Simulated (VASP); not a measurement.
# LiF (I4mm) in VASP: single point with r2SCAN

Aim: the single point of LiF with r2SCAN.

Program: VASP 6.6.1. These are calculated values, not measurements. Logs are shortened: lines on timing, memory, paths and dates and some standing lists are left out, and cuts for length are marked.

## Step 1: The cell of the first run

Symmetry: I4mm, No. 107, tetragonal system. The conventional cell has a = 2.848 Å, b = 2.848 Å, c = 4.028 Å, α = 90.00°, β = 90.00°, γ = 90.00°. Within 2.5 Å of Li (site symmetry 4mm) lie 6 F at 1.89 to 2.14 Å. Within 2.5 Å of F (site symmetry 4mm) lie 6 Li at 1.89 to 2.14 Å.

## Step 2: Single point, r2SCAN

POSCAR reads:

```
LiF
1.0
    0.0000000000      2.0140000000      2.0140000000
    2.0140000000      0.0000000000      2.0140000000
    2.0140000000      2.0140000000      0.0000000000
Li F
1 1
Direct
   -0.0310327706     -0.0310327706      0.0310327706
    0.5000000000      0.5000000000      0.5000000000
```

INCAR.step1 reads:

```
SYSTEM = LiF
PREC = Accurate
ENCUT = 520
ISMEAR = 0
SIGMA = 0.05
LREAL = .False.
LASPH = .True.
NELM = 80
NBANDS = 12
GGA = PE
ALGO = Normal
EDIFF = 1E-4
LWAVE = .True.
LCHARG = .False.
```

INCAR.step2 reads:

```
SYSTEM = LiF
PREC = Accurate
ENCUT = 520
EDIFF = 1E-7
ISMEAR = 0
SIGMA = 0.05
LREAL = .False.
LASPH = .True.
NELM = 80
ALGO = Normal
ISIF = 2
LWAVE = .False.
LCHARG = .False.
METAGGA = R2SCAN
LMIXTAU = .True.
NBANDS = 12
ISTART = 1
```

KPOINTS reads:

```
Automatic mesh
0
Gamma
  10 10 10
  0 0 0
```

Potentials or basis: VASP PAW PBE potentials, release 64 (Li_sv, F).

Run with:

```
$ cat potpaw_PBE.64/Li_sv/POTCAR potpaw_PBE.64/F/POTCAR > POTCAR
$ cp INCAR.step1 INCAR
$ mpirun -np 1 vasp_std > vasp.out
$ cp INCAR.step2 INCAR
$ mpirun -np 1 vasp_std > vasp.out
```

OUTCAR:

```text
SYSTEM = LiF
   PREC = Accurate
   ENCUT = 520
   EDIFF = 1E-7
   ISMEAR = 0
   LREAL = .False.
   LASPH = .True.
   NELM = 80
   ISIF = 2
   METAGGA = R2SCAN
   ISTART = 1

 ion  position               nearest neighbor table
   1  0.969  0.969  0.031-   2 1.89   2 2.02   2 2.02   2 2.02   2 2.02   2 2.14
   2  0.500  0.500  0.500-   1 1.89   1 2.02   1 2.02   1 2.02   1 2.02   1 2.14

  LATTYP: Found a face centered cubic cell.
 ALAT       =     4.0280000000

  Lattice vectors:

 A1 = (   0.0000000000,   2.0140000000,   2.0140000000)
 A2 = (   2.0140000000,   0.0000000000,   2.0140000000)
 A3 = (   2.0140000000,   2.0140000000,   0.0000000000)

Analysis of symmetry for initial positions (statically):
=====================================================================
 Subroutine PRICEL returns:
 Original cell was already a primitive cell.

 Routine SETGRP: Setting up the symmetry group for a
 face centered cubic supercell.

 Subroutine GETGRP returns: Found  8 space group operations
 (whereof  8 operations were pure point group operations)
 out of a pool of 48 trial point group operations.

The static configuration has the point symmetry C_4v.

Analysis of symmetry for dynamics (positions and initial velocities):
=====================================================================
 Subroutine PRICEL returns:
 Original cell was already a primitive cell.

 Routine SETGRP: Setting up the symmetry group for a
 face centered cubic supercell.

 Subroutine GETGRP returns: Found  8 space group operations
 (whereof  8 operations were pure point group operations)
 out of a pool of 48 trial point group operations.

The dynamic configuration has the point symmetry C_4v.

 Subroutine INISYM returns: Found  8 space group operations
 (whereof  8 operations are pure point group operations),
 and found     1 'primitive' translations

----------------------------------------------------------------------------------------

                                     Primitive cell

  volume of cell :      16.3384

  direct lattice vectors                    reciprocal lattice vectors
     0.000000000  2.014000000  2.014000000    -0.248262165  0.248262165  0.248262165
     2.014000000  0.000000000  2.014000000     0.248262165 -0.248262165  0.248262165
     2.014000000  2.014000000  0.000000000     0.248262165  0.248262165 -0.248262165

  length of vectors
     2.848226115  2.848226115  2.848226115     0.430002683  0.430002683  0.430002683

  position of ions in fractional coordinates (direct lattice)
     0.968967229  0.968967229  0.031032771
     0.500000000  0.500000000  0.500000000

  ion indices of the primitive-cell ions
   primitive index   ion index
                 1           1
                 2           2

----------------------------------------------------------------------------------------

 KPOINTS: Automatic mesh

Automatic generation of k-mesh.
 Grid dimensions read from file:
 generate k-points for:   10   10   10

 Generating k-lattice:

  Cartesian coordinates                     Fractional coordinates (reciprocal lattice)
    -0.024826216  0.024826216  0.024826216     0.100000000  0.000000000  0.000000000
     0.024826216 -0.024826216  0.024826216     0.000000000  0.100000000  0.000000000
     0.024826216  0.024826216 -0.024826216     0.000000000  0.000000000  0.100000000

  Length of vectors
     0.043000268  0.043000268  0.043000268

  Shift w.r.t. Gamma in fractional coordinates (k-lattice)
     0.000000000  0.000000000  0.000000000

 Subroutine IBZKPT returns following result:
 ===========================================

 Found    102 irreducible k-points:

 Following reciprocal coordinates:
            Coordinates               Weight
  0.000000  0.000000  0.000000      1.000000
  0.100000  0.000000  0.000000      8.000000
  0.200000  0.000000  0.000000      8.000000
  0.300000  0.000000  0.000000      8.000000
  0.400000  0.000000  0.000000      8.000000
  0.500000  0.000000  0.000000      4.000000
[... 16 lines left out ...]
 -0.100000  0.100000  0.000000      4.000000
  0.000000 -0.100000  0.100000      8.000000
 [... further k-points ...]
   k-points           NKPTS =    102   k-points in BZ     NKDIM =    102   number of bands    NBANDS=     12
   number of dos      NEDOS =    301   number of ions     NIONS =      2
   total plane-waves  NPLWV =  13824
   dimension x,y,z NGX =    24 NGY =   24 NGZ =   24
   dimension x,y,z NGXF=    48 NGYF=   48 NGZF=   48
   ions per type =               1   1
   NGX,Y,Z   is equivalent  to a cutoff of  14.01, 14.01, 14.01 a.u.
   NGXF,Y,Z  is equivalent  to a cutoff of  28.02, 28.02, 28.02 a.u.
 SYSTEM =  LiF
   PREC   = accura    normal or accurate (medium, high low for compatibility)
   ISTART =      1    job   : 0-new  1-cont  2-samecut
   ICHARG =      0    charge: 1-file 2-atom 10-const
   ISPIN  =      1    spin polarized calculation?
   LNONCOLLINEAR =      F non collinear calculations
   LSORBIT =      F    spin-orbit coupling
   LASPH  =      T    aspherical Exc in radial PAW
   ENCUT  =  520.0 eV  38.22 Ry    6.18 a.u.   5.30  5.30  5.30*2*pi/ulx,y,z
   NELM   =     80;   NELMIN=  2; NELMDL=  0     # of ELM steps
   EDIFF  = 0.1E-06   stopping-criterion for ELM
   LREAL  =      F    real-space projection
   EDIFFG = 0.1E-05   stopping-criterion for IOM
   NSW    =      0    number of steps for IOM
   IBRION =     -1    ionic relax: 0-MD 1-quasi-New 2-CG
   NFREE  =      0    steps in history (QN), initial steepest desc. (CG)
   ISIF   =      2    stress and relaxation
   ISYM   =      2    0-nonsym 1-usesym 2-fastsym
   POTIM  = 0.5000    time-step for ionic-motion
   TEBEG  =    0.0;   TEEND  =   0.0 temperature during run
   PSTRESS=    0.0 pullay stress
   NELECT =      10.0000    total number of electrons
   NUPDOWN=      -1.0000    fix difference up-down
   EMIN   =  10.00;   EMAX   =-10.00  energy-range for DOS
   EFERMI =   0.00;   METHOD = LEGACY
   ISMEAR =     0;   SIGMA  =   0.05  broadening in eV -4-tet -1-fermi 0-gaus
   EFERMI_NEDOS =   21; number of points for ismear=-14 and -15
   IALGO  =     38    algorithm
   IMIX   =      4    mixing-type and parameters
     AMIX     =   0.40;   BMIX     =  1.00
     AMIX_MAG =   1.60;   BMIX_MAG =  1.00
  volume/ion in A,a.u.               =       8.17        55.13
  Fermi-wavevector in a.u.,A,eV,Ry     =   1.389970  2.626662 26.286674  1.932016
  Thomas-Fermi vector in A             =   2.513950
   LORBIT       =      0    0 simple, 1 ext, 2 COOP (PROOUT), +10 PAW based schemes
   METAGGA = R2SCAN    functional components
   LHFCALC =     F    Hartree Fock is set to
   AEXX    =    0.0000 exact exchange contribution
   IVDW    =     0    specifies the selected vdW correction
   LEPSILON=     F    determine dielectric tensor
   LRPA    =     F    only Hartree local field effects (RPA)
 non-spin polarized calculation
 Gauss-broadening in eV      SIGMA  =   0.05
  energy-cutoff  :      520.00
  volume of cell :       16.34
 maximum number of plane-waves:       459
 NGX is ok and might be reduce to    24
   NGX = 11   NGY = 11   NGZ = 11

 number of electron       9.9999999 magnetization

 Free energy of the ion-electron system (eV)
  ---------------------------------------------------
  ext. energy  EPLUGINS =         0.00000000
  ---------------------------------------------------
  free energy    TOTEN  =       -11.88340026 eV

  energy without entropy =      -11.88340026  energy(sigma->0) =      -11.88340026

 E-fermi :  -1.2762     XC(G=0): -10.5357

 val. band max:       -1.6398263996   @ k =   0.0000   0.0000   0.0000
 cond. band min:       8.6015272390   @ k =   0.0000   0.0000   0.0000
 fundamental gap:     10.2413536386
 Fermi energy:        -1.2761576542

 k-point     1 :       0.0000    0.0000    0.0000
  band No.  band energies     occupation
      1     -43.6980      2.00000
      2     -22.7400      2.00000
      3      -1.6674      2.00000
      4      -1.6398      2.00000
      5      -1.6398      2.00000
      6       8.6015      0.00000
      7      23.3117      0.00000
      8      23.3119      0.00000
      9      23.8693      0.00000
     10      24.5609      0.00000
     11      25.0028      0.00000
     12      25.0030      0.00000

 k-point     2 :       0.1000    0.0000    0.0000
  band No.  band energies     occupation
      1     -43.6923      2.00000
      2     -22.7025      2.00000
      3      -1.9309      2.00000
      4      -1.6800      2.00000
      5      -1.6645      2.00000
      6       8.8869      0.00000
      7      20.9594      0.00000
      8      22.5902      0.00000
      9      22.8488      0.00000
     10      25.0117      0.00000
     11      25.3884      0.00000
     12      25.8539      0.00000

 k-point     3 :       0.2000    0.0000    0.0000
  band No.  band energies     occupation
      1     -43.6779      2.00000
      2     -22.6041      2.00000
      3      -2.6047      2.00000
      4      -1.7456      2.00000
      5      -1.7278      2.00000
      6       9.5224      0.00000
      7      18.4664      0.00000
      8      21.1945      0.00000
      9      21.3296      0.00000
     10      26.1426      0.00000
     11      26.4830      0.00000
     12      26.9075      0.00000

 k-point     4 :       0.3000    0.0000    0.0000
  band No.  band energies     occupation
      1     -43.6600      2.00000
      2     -22.4777      2.00000
      3      -3.3592      2.00000
      4      -1.8237      2.00000
      5      -1.8036      2.00000
      6      10.0518      0.00000
      7      16.9853      0.00000
      8      19.9318      0.00000
      9      20.0565      0.00000
     10      27.7077      0.00000
     11      28.1234      0.00000
     12      28.3955      0.00000

 k-point     5 :       0.4000    0.0000    0.0000
  band No.  band energies     occupation
      1     -43.6456      2.00000
      2     -22.3717      2.00000
      3      -3.9247      2.00000
      4      -1.8850      2.00000
      5      -1.8630      2.00000
      6      10.2217      0.00000
      7      16.4573      0.00000
      8      19.1031      0.00000
      9      19.2603      0.00000
     10      29.4222      0.00000
     11      29.9022      0.00000
     12      30.0303      0.00000
[... 228 lines left out ...]
      1     -43.6686      2.00000
      2     -22.5328      2.00000
      3      -2.9003      2.00000
      4      -2.0488      2.00000
      5      -1.6965      2.00000
      6       9.9978      0.00000
      7      17.5618      0.00000
      8      20.3523      0.00000
      9      20.7664      0.00000
     10      25.9035      0.00000
     11      26.7903      0.00000
     12      29.2949      0.00000

 k-point    22 :       0.0000   -0.2000    0.1000
  band No.  band energies     occupation
      1     -43.6685      2.00000
      2     -22.5343      2.00000
      3      -2.8893      2.00000
      4      -2.0355      2.00000
      5      -1.7128      2.00000
      6       9.9869      0.00000
      7      17.4830      0.00000
      8      20.2397      0.00000
      9      21.0164      0.00000
     10      25.7800      0.00000
     11      26.9539      0.00000
     12      29.1666      0.00000

 k-point    23 :      -0.1000    0.1000    0.0000
  band No.  band energies     occupation
      1     -43.6840      2.00000
      2     -22.6439      2.00000
      3      -2.2606      2.00000
      4      -1.8690      2.00000
      5      -1.6481      2.00000
      6       9.3182      0.00000
      7      19.4657      0.00000
      8      21.2524      0.00000
      9      22.1991      0.00000
     10      24.6874      0.00000
     11      25.8695      0.00000
     12      27.8872      0.00000

 k-point    24 :       0.0000   -0.1000    0.1000
  band No.  band energies     occupation
      1     -43.6839      2.00000
      2     -22.6449      2.00000
      3      -2.2572      2.00000
      4      -1.8519      2.00000
      5      -1.6624      2.00000
      6       9.3086      0.00000
      7      19.3892      0.00000
      8      21.2656      0.00000
      9      22.3692      0.00000
     10      24.4904      0.00000
     11      26.0068      0.00000
     12      27.8173      0.00000

 [... further k-points ...]
[... 5 lines left out ...]
  --------------------------------------------------------------------------------------
  -------------------------------------------------------------------------------------
  Total       -0.3318096     -0.3318096     -0.0528329      0.0000000     -0.0000000      0.0000000
  in kB      -32.5380179    -32.5380179     -5.1809187      0.0000000     -0.0000000      0.0000000
  external PRESSURE =     -23.4189849 kB  Pullay stress =       0.0000000 kB

 VOLUME and BASIS-vectors are now :
 -----------------------------------------------------------------------------
  energy-cutoff  :      520.00
  volume of cell :       16.34
      direct lattice vectors                 reciprocal lattice vectors
     0.000000000  2.014000000  2.014000000    -0.248262165  0.248262165  0.248262165
     2.014000000  0.000000000  2.014000000     0.248262165 -0.248262165  0.248262165
     2.014000000  2.014000000  0.000000000     0.248262165  0.248262165 -0.248262165

 POSITION                                       TOTAL-FORCE (eV/Angst)
 -----------------------------------------------------------------------------------
      2.01400      2.01400      3.90300         0.000000      0.000000      0.270715
      2.01400      2.01400      2.01400         0.000000      0.000000     -0.270715
 -----------------------------------------------------------------------------------
    total drift:                               -0.000000     -0.000000      0.039624

  FREE ENERGIE OF THE ION-ELECTRON SYSTEM (eV)
  ---------------------------------------------------
  free  energy   TOTEN  =       -11.8834002605 eV

  energy  without entropy=      -11.8834002605  energy(sigma->0) =      -11.88340026
```

Wall time 74 s (1 thread of Intel Xeon Platinum 8259CL at 2.50GHz (Skylake/Cascade Lake), shared host); peak memory 0.14 GiB.

What came out:

```yaml
Free_energy: -11.8834 eV
Largest_force: 0.271 eV/Å
Band_gap_on_the_k_mesh: 10.24 eV, direct
```

Forces in eV/Å, atoms in the order of the input:
```
Li   0.000  0.000  0.271
F    0.000  0.000 -0.271
```

Caveat: the cell differs from its parent crystal (all Li atoms moved +0.125 Å, as atom 1 towards its neighbour atom 2 (F) at 2.014 Å); the cutoff is under 1.25 times the usual one of these potentials, so pressure, stress and relaxed cells hold a basis-set (Pulay) error; the PAW data sets were made with another functional, which shifts forces and pressure a little.
